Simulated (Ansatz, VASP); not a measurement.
# Two plane-wave programs on NbInS4

The input INCAR:

```
SYSTEM = NbInS4
ALGO = Normal
EDIFF = 1E-6
EDIFFG = -0.04
ENCUT = 600
GGA = PE
IBRION = 2
ISIF = 3
ISMEAR = 0
ISPIN = 2
LASPH = .True.
LCHARG = .False.
LMAXMIX = 4
LORBIT = 11
LREAL = .False.
LWAVE = .False.
MAGMOM = 2.55 0.18 0 0 0 0
NELM = 150
NSW = 90
PREC = Accurate
SIGMA = 0.1
```

KPOINTS

```
k-points
0
Gamma
  6 6 4
  0 0 0
```

Contents of POSCAR:

```
NbInS4
1.0
    5.0434064050      0.0000000000      0.0000000000
   -2.5217032025      4.3677180683      0.0000000000
    0.0000000000      0.0000000000      7.0980701140
Nb In S
1 1 4
Direct
    0.6666666667      0.3333333333      0.0000000000
    0.0000000000      0.0000000000      0.0000000000
    0.3333333333      0.6666666667      0.0000000000
    0.7200286606      0.8600143303      0.5000000000
    0.1399856697      0.8600143303      0.5000000000
    0.1399856697      0.2799713394      0.5000000000
```

Input for Ansatz:

```yaml
crystal:
  lattice:
    - [5.043406405, 0.0, 0.0]
    - [-2.5217032025, 4.3677180683, 0.0]
    - [0.0, 0.0, 7.098070114]
  atoms:
    - { symbol: Nb, position: [0.6666666667, 0.3333333333, 0.0], spin: 2.55 }
    - { symbol: In, position: [0.0, 0.0, 0.0], spin: 0.18 }
    - { symbol: S, position: [0.3333333333, 0.6666666667, 0.0] }
    - { symbol: S, position: [0.7200286606, 0.8600143303, 0.5] }
    - { symbol: S, position: [0.1399856697, 0.8600143303, 0.5] }
    - { symbol: S, position: [0.1399856697, 0.2799713394, 0.5] }
basis:
  ecutwfc: 420
kpoints:
  mp_grid: { grid: [6, 6, 4] }
hamiltonian:
  xc: pbe
scf:
  occupations: { method: gaussian, width: 0.1 }
  lower_state_search: "off"
output:
  forces: true
  stress: true
  eigenvalues: true
  populations: true
magnetization:
  spin_polarized: true
relax:
  adjacent_minimum: "off"
  f_tol: 0.04
  max_steps: 70
  cell: { stress_tol: 0.4 }
```

Change from the starting cell: species swapped into the PrCu4Pd type (P-6m2, No. 187).

Alike in both runs: task relaxation of cell and atoms; functional PBE; k mesh 6 × 6 × 4; occupations gaussian, width 0.1 eV; collinear spin.

|  | VASP | Ansatz |
| --- | --- | --- |
| version | VASP 6.6.1 | Ansatz 0.2.0 |
| potentials or method | VASP PAW PBE potentials, release 64 (Nb_sv, In_d, S), cutoff 600 eV | scalar-relativistic, plane waves, PAW |
| valence electrons in the cell | 50 | 50 |

```tsv
	VASP	Ansatz	Ansatz less VASP
gap on the k mesh at the Fermi level, each at its own relaxed structure (eV)	none	none	-
net moment per atom (μB)	0.50	0.50	0.000
size of the moment on the site where the two differ most (μB)	2.05	2.00	-0.047
relaxed volume (Å³/atom)	22.65	22.72	+0.071
relaxed length of the cell vector where the two differ most in proportion (Å)	6.553	6.588	+0.0345
```

Site moments also hang on the region over which each program counts them. A gap of «none» marks a metal or a gap that the smearing closes.
